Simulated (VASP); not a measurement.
Input of a VASP 6.6.1 run:

Contents of INCAR:

```
SYSTEM = AlCo3
ALGO = Normal ; EDIFF = 1E-7
ENCUT = 520 ; GGA = PS
ISIF = 2 ; ISMEAR = 0
ISPIN = 2 ; LASPH = .True.
LCHARG = .True. ; LELF = .True.
LMAXMIX = 4 ; LORBIT = 11
LREAL = .False. ; LVHAR = .True.
LWAVE = .False. ; MAGMOM = 0 1.45 1.45 1.45
NBANDS = 27 ; NELM = 150
PREC = Accurate ; SIGMA = 0.1
```

Contents of KPOINTS:

```
k-points
0
Gamma
  12 12 12
  0 0 0
```

Contents of POSCAR:

```
AlCo3
1.0
    3.6432448029      0.0000000000      0.0000000000
    0.0000000000      3.6432448029      0.0000000000
    0.0000000000      0.0000000000      3.6432448029
Al Co
1 3
Direct
    0.0000000000      0.0000000000      0.0000000000
    0.5000000000      0.5000000000      0.0000000000
    0.5000000000      0.0000000000      0.5000000000
    0.0000000000      0.5000000000      0.5000000000
```

Potentials or basis: VASP PAW PBE potentials, release 64 (Al, Co).

The run is started by

```bash
$ cat potpaw_PBE.64/Al/POTCAR potpaw_PBE.64/Co/POTCAR > POTCAR
$ mpirun -np 1 vasp_std > vasp.out
```

Predict the net moment.

3.92 μB per cell.

What does it give for the pressure?

-16.2 GPa.

What does it give for the site moments?

Al -0.04; Co +1.35 μB.

Caveat: the cell stands under tension; the PAW data sets were made with another functional, which shifts forces and pressure a little.
